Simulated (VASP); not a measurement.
Set up this calculation in VASP 6.6.1, as the native input.

```yaml
Task: single point
Functional: HSE06
Potentials_or_basis: VASP PAW PBE potentials, release 64 (Ba_sv, Zr_sv, O)
Cutoff: 520 eV
k_mesh: 4 × 4 × 4
Occupations: gaussian, width 0.01 eV
Spin: no spin polarisation
Dipole_correction: no
Grid_for_exact_exchange_PRECFOCK: Fast
Further_INCAR_settings: ALGO = Normal; EDIFF = 1e-06; NBANDS = 28
Share_of_exact_exchange: 0.25
Screening_parameter: 0.2079 1/Å
```

BaZrO3:

```xyz
5
Lattice="4.2053 0.0000 0.0000 0.0000 4.2053 0.0000 0.0000 0.0000 4.2053" Properties=species:S:1:pos:R:3 pbc="T T T"
Ba    0.0000    0.0000    0.0000
Zr    2.1027    2.1027    2.1027
O     2.1027    0.0000    2.1027
O     2.1027    2.1027    0.0000
O     0.0000    2.1027    2.1027
```

These files were run (other wordings do the same):

POSCAR

```
BaZrO3
1.0
    4.2053404461      0.0000000000      0.0000000000
    0.0000000000      4.2053404461      0.0000000000
    0.0000000000      0.0000000000      4.2053404461
Ba Zr O
1 1 3
Direct
    0.0000000000      0.0000000000      0.0000000000
    0.5000000000      0.5000000000      0.5000000000
    0.5000000000      0.0000000000      0.5000000000
    0.5000000000      0.5000000000      0.0000000000
    0.0000000000      0.5000000000      0.5000000000
```

INCAR.step1

```
SYSTEM = BaZrO3
PREC = Accurate
ENCUT = 520
EDIFF = 1E-5
ISMEAR = 0
SIGMA = 0.01
LREAL = .False.
LASPH = .True.
NELM = 60
ALGO = Normal
ISIF = 2
LWAVE = .True.
NBANDS = 28
GGA = PE
```

INCAR.step2

```
SYSTEM = BaZrO3
PREC = Accurate
ENCUT = 520
EDIFF = 1E-6
ISMEAR = 0
SIGMA = 0.01
LREAL = .False.
LASPH = .True.
NELM = 60
ALGO = Normal
ISIF = 2
LWAVE = .False.
LCHARG = .True.
GGA = PE
LHFCALC = .True.
HFSCREEN = 0.2079
PRECFOCK = Fast
LELF = .True.
LVHAR = .True.
NBANDS = 28
ISTART = 1
```

KPOINTS

```
Automatic mesh
0
Gamma
  4 4 4
  0 0 0
```

Potentials or basis: VASP PAW PBE potentials, release 64 (Ba_sv, Zr_sv, O).

Run with:

```bash
$ cat potpaw_PBE.64/Ba_sv/POTCAR potpaw_PBE.64/Zr_sv/POTCAR potpaw_PBE.64/O/POTCAR > POTCAR
$ cp INCAR.step1 INCAR
$ mpirun -np 1 vasp_std > vasp.out
$ cp INCAR.step2 INCAR
$ mpirun -np 1 vasp_std > vasp.out
```

It gave:

```
Pressure               : -0.5 GPa
Band gap on the k mesh : 4.64 eV (least direct gap 4.94 eV)
```

Caveat: the PAW data sets were made with another functional, which shifts forces and pressure a little; spin-orbit coupling is left out, which moves the levels of the heavy elements.

Wall time 23 min on 1 thread of Intel(R) Xeon(R) Platinum 8259CL CPU @ 2.50GHz (Skylake/Cascade Lake), on a shared host, peak memory 0.3 GiB.
